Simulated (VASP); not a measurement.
A run of VASP 6.6.1 is set up as follows.

Contents of INCAR:

```
PREC = Accurate ; ENCUT = 520
EDIFF = 1E-6 ; ISMEAR = -1
SIGMA = 0.03 ; LREAL = False
LASPH = True ; NELM = 150
ALGO = Normal ; ISIF = 2
LWAVE = False ; LCHARG = False
ISPIN = 2 ; MAGMOM = 0 0 4.5 -4.5
LORBIT = 11 ; LMAXMIX = 4
LDAU = True ; LDAUTYPE = 2
LDAUL = -1 2 ; LDAUU = 0 3.9
LDAUJ = 0 0 ; LDAUPRINT = 1
GGA = PE ; NBANDS = 31
ISYM = 0
```

Contents of KPOINTS:

```
regular mesh
0
Gamma
  4 7 6
```

Contents of POSCAR:

```
MnS
1.0
   -2.6045000000     -5.2090000000     -2.6045000000
   -2.6045000000      0.0000000000     -2.6045000000
    2.6045000000      0.0000000000     -2.6045000000
S Mn
2 2
Direct
    0.0000000000      0.5000000000      0.5000000000
    0.5000000000      0.5000000000      0.0000000000
    0.0000000000      0.0000000000      0.0000000000
    0.5000000000      0.0000000000      0.5000000000
```

Potentials or basis: VASP PAW PBE potentials, release 64 (S, Mn_pv).

The run is started by

```console
$ cat potpaw_PBE.64/S/POTCAR potpaw_PBE.64/Mn_pv/POTCAR > POTCAR
$ mpirun -np 1 vasp_std > vasp.out
```

Question: Estimate the pressure.

Answer: 3.5 GPa.

Question: What does it give for the net moment?

Answer: 0.00 μB per cell.

Question: Predict the band gap on the k mesh.

Answer: 1.18 eV.

Question: Estimate the site moments.

Answer: S +0.03, -0.03; Mn +4.57, -4.57 μB.

Eigenvalues of the final occupation matrices:
| site | spin | trace | eigenvalues |
| --- | --- | --- | --- |
| site 3 d | 1 | 4.70 | 0.93 0.93 0.93 0.95 0.95 |
| site 3 d | 2 | 0.21 | 0.02 0.02 0.02 0.08 0.08 |
| site 4 d | 1 | 0.21 | 0.02 0.02 0.02 0.08 0.08 |
| site 4 d | 2 | 4.70 | 0.93 0.93 0.93 0.95 0.95 |

Caveat: the cell stands under pressure; the antiferromagnetic order is the one typed at the start, and another may lie lower. The state reached can hang on the start; a lower one may exist.
